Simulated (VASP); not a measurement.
Runs of VASP 6.6.1 on Nb. The structure is that of space group Im-3m (No. 229), or close to it. The cells are those of the table. 

```csv
task,spin,cell,k mesh,cutoff (eV),smearing,gap on the mesh (eV),pressure (GPa),moment (μB)
single point,off,"a = 2.958 Å, angles 109.5°, 1 atom",22 × 22 × 22,520,fermi-dirac 0.1 eV,none,-10.9,-
single point,"collinear, ferromagnetic start","a = 2.881 Å, angles 109.5°, 1 atom",13 × 13 × 13,520,fermi-dirac 0.05 eV,none,-0.3,0.00
single point,off,"a = 2.844 Å, angles 109.5°, 1 atom",22 × 22 × 22,520,fermi-dirac 0.1 eV,none,7.1,-
relaxation of cell and atoms,"collinear, ferromagnetic start","relaxed from a = 2.858 Å, angles 109.5°, 1 atom",13 × 13 × 13,600,fermi-dirac 0.05 eV,none,-0.1,0.00
single point,off,"a = 2.763 Å, angles 109.5°, 1 atom",22 × 22 × 22,520,fermi-dirac 0.1 eV,none,26.1,-
single point,off,"a = 2.994 Å, angles 109.5°, 1 atom",22 × 22 × 22,520,fermi-dirac 0.1 eV,none,(b),-
single point,off,"a = 2.883 Å, angles 109.5°, 1 atom",22 × 22 × 22,520,fermi-dirac 0.1 eV,none,-0.1,-
single point,off,"a = 2.804 Å, angles 109.5°, 1 atom",22 × 22 × 22,520,fermi-dirac 0.1 eV,none,15.7,-
single point,off,"a = 2.921 Å, angles 109.5°, 1 atom",22 × 22 × 22,520,fermi-dirac 0.1 eV,none,(a),-
```

Alike in all rows: level RPBE; potentials or basis VASP PAW PBE potentials, release 64 (Nb_sv).

Problem. Estimate the missing entries.

Solution. (a) -6.0; (b) -14.9.

Caveats: the PAW data sets were made with another functional, which shifts forces and pressure a little.

A k mesh can miss the band edges, and the runs leave out spin-orbit coupling on Nb.

A gap of «none» marks levels without a gap at the run's occupations.
